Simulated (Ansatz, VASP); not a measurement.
One calculation of KI, two programs

Contents of INCAR:

```
SYSTEM = KI
  ALGO = Normal
  EDIFF = 1E-6
  EDIFFG = -0.01
  ENCUT = 600
  GGA = PE
  IBRION = 2
  ISIF = 3
  ISMEAR = 0
  LASPH = .True.
  LCHARG = .False.
  LREAL = .False.
  LWAVE = .False.
  NELM = 60
  NSW = 100
  PREC = Accurate
  SIGMA = 0.02
```

The input KPOINTS:

```
k-points
0
Gamma
  6 6 4
  0 0 0
```

Contents of POSCAR:

```
KI
1.0
    4.9130351755      0.0000000000      0.0000000000
    0.0000000000      4.9130351755      0.0000000000
    0.0000000000      0.0000000000      5.5531068569
K I
1 1
Direct
    0.0000000000      0.0000000000      0.5000000000
    0.5000000000      0.5000000000      0.5000000000
```

Input for Ansatz:

```yaml
crystal:
  lattice:
    - [4.9130351755, 0.0, 0.0]
    - [0.0, 4.9130351755, 0.0]
    - [0.0, 0.0, 5.5531068569]
  atoms:
    - { symbol: K, position: [0.0, 0.0, 0.5] }
    - { symbol: I, position: [0.5, 0.5, 0.5] }
basis:
  ecutwfc: 420
kpoints:
  mp_grid: { grid: [6, 6, 4] }
hamiltonian:
  xc: pbe
scf:
  occupations: { method: gaussian, width: 0.02 }
output:
  forces: true
  stress: true
  eigenvalues: true
relax:
  adjacent_minimum: "off"
  f_tol: 0.01
  max_steps: 80
  cell: { stress_tol: 0.05 }
```

Alike in both runs: task relaxation of cell and atoms; functional PBE; k mesh 6 × 6 × 4; occupations gaussian, width 0.02 eV; no spin polarisation.

|  | VASP | Ansatz |
| --- | --- | --- |
| version | VASP 6.6.1 | Ansatz 0.2.0 |
| potentials or method | VASP PAW PBE potentials, release 64 (K_sv, I), cutoff 600 eV | scalar-relativistic, plane waves, PAW |
| valence electrons in the cell | 16 | 26 |

|  | VASP | Ansatz | Ansatz less VASP |
| --- | --- | --- | --- |
| gap on the k mesh at the Fermi level, each at its own relaxed structure (eV) | 3.63 | 3.65 | +0.016 |
| relaxed volume (Å³/atom) | 83.10 | 83.79 | +0.690 |
| relaxed length of the cell vector where the two differ most in proportion (Å) | 6.915 | 6.988 | +0.0735 |

VASP's potentials hold 16 valence electrons a cell and Ansatz's 26, so a difference there can come from the potentials and not from the codes.

Neither program's run includes spin-orbit coupling. Noted on VASP's run: the volume moved by over 15 % at a fixed basis, so the end points are rough.
